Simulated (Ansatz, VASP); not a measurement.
## Two plane-wave programs on ZnO

INCAR

```
SYSTEM = ZnO
  PREC = Accurate
  ENCUT = 520
  EDIFF = 1E-8
  ISMEAR = -1
  SIGMA = 0.02
  LREAL = .False.
  LASPH = .True.
  NELM = 120
  ALGO = Normal
  ISIF = 2
  LWAVE = .False.
  LCHARG = .False.
  LEFG = .True.
  NBANDS = 26
  GGA_COMPAT = .False.
```

The input KPOINTS:

```
Automatic mesh
0
Gamma
  11 11 6
  0 0 0
```

The input POSCAR:

```
ZnO
1.0
    3.2493987239      0.0000000000      0.0000000000
   -1.6246993619      2.8140618419      0.0000000000
    0.0000000000      0.0000000000      5.3078760000
Zn O
2 2
Direct
    0.3333333333      0.6666666667      0.0000000000
    0.6666666667      0.3333333333      0.5000000000
    0.3333333333      0.6666666667      0.3821000000
    0.6666666667      0.3333333333      0.8821000000
```

Input for Ansatz:

```yaml
crystal:
  lattice:
    - [3.2493987239, 0.0, 0.0]
    - [-1.6246993619, 2.8140618419, 0.0]
    - [0.0, 0.0, 5.307876]
  atoms:
    - { symbol: Zn, position: [0.3333333333, 0.6666666667, 0.0] }
    - { symbol: Zn, position: [0.6666666667, 0.3333333333, 0.5] }
    - { symbol: O, position: [0.3333333333, 0.6666666667, 0.3821] }
    - { symbol: O, position: [0.6666666667, 0.3333333333, 0.8821] }
kpoints:
  mp_grid: { grid: [11, 11, 6] }
scf:
  occupations: { method: fermi_dirac, width: 0.02 }
hamiltonian:
  xc: lda
  pseudopotentials: { kind: paw }
output:
  forces: true
  stress: true
  eigenvalues: true
  efg: { contact_densities: true }
```

Change from the starting cell: zz strain of +2 %, PAW files.

Alike in both runs: task electric field gradients; functional LDA; k mesh 11 × 11 × 6; occupations fermi-dirac, width 0.02 eV; no spin polarisation.

|  | VASP | Ansatz |
| --- | --- | --- |
| version | VASP 6.6.1 | Ansatz 0.2.0 |
| potentials or method | VASP PAW LDA potentials, release 64 (Zn, O) | PAW with Ansatz's default frozen-core files, scalar-relativistic |
| plane-wave cutoff (eV) | 520 | 420 |
| valence electrons in the cell | 36 | 36 |

|  | VASP | Ansatz | Ansatz less VASP |
| --- | --- | --- | --- |
| pressure (GPa) | -8.4 | -9.4 | -0.96 |
| traceless stress, the component that is largest in VASP (GPa) | -2.13 | -1.98 | +0.146 |
| rms of the force components (eV/Å) | 0.091 | 0.083 | -0.0079 |
| size of Vzz on the site where it differs most (V/Å²) | 16.6 | 15.6 | -1.06 |

LDA's correlation is that of Perdew and Zunger in VASP and of Perdew and Wang (1992) in Ansatz. Atom by atom the forces differ by 0.008 eV/Å (rms over components).
